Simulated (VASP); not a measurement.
PbSe, 4 atoms in the cell. Symmetry: Fmm2, No. 42, orthorhombic system. Conventional cell: a = 6.236 Å, b = 24.002 Å, c = 6.251 Å, α = 90.00°, β = 90.00°, γ = 90.00°. Pb (site symmetry m) has 5 Se at 2.83 to 3.21 Å within 3.7 Å. Within 3.7 Å of Se (site symmetry m) lie 5 Pb at 2.83 to 3.21 Å. 

| Property | Result |
| --- | --- |
| Program | VASP 6.6.1 |
| Task | equation of state |
| Functional | PBEsol |
| Potentials or basis | VASP PAW PBE potentials, release 64 (Pb_d, Se) |
| Cutoff | 310 eV |
| k mesh | 5 × 5 × 5 |
| Occupations | gaussian, width 0.03 eV |
| Spin | no spin polarisation |
| Tolerance level | standard |
| Purpose | equation of state |
| Eos scales | [0.92, 0.96, 1.0, 1.04, 1.08] |
| Further INCAR settings | ALGO = Normal; EDIFF = 1e-06; NSW = 0 |

Potentials or basis: VASP PAW PBE potentials, release 64 (Pb_d, Se).

Command:

```console
$ cat potpaw_PBE.64/Pb_d/POTCAR potpaw_PBE.64/Se/POTCAR > POTCAR
$ cp POSCAR.step1 POSCAR
$ mpirun -np 8 vasp_std > vasp.out
$ cp POSCAR.step2 POSCAR
$ mpirun -np 8 vasp_std > vasp.out
$ cp POSCAR.step3 POSCAR
$ mpirun -np 8 vasp_std > vasp.out
$ cp POSCAR.step4 POSCAR
$ mpirun -np 8 vasp_std > vasp.out
$ cp POSCAR.step5 POSCAR
$ mpirun -np 8 vasp_std > vasp.out
```

Hardware: 8 MPI ranks on Intel(R) Xeon(R) Platinum 8488C (Sapphire Rapids), on a shared host.

Problem. How long does it take, and how much memory?

Solution. It took 3.3 min on 8 MPI ranks on Intel(R) Xeon(R) Platinum 8488C (Sapphire Rapids), on a shared host, peak memory 0.45 GiB a rank. Counts: k points 27.
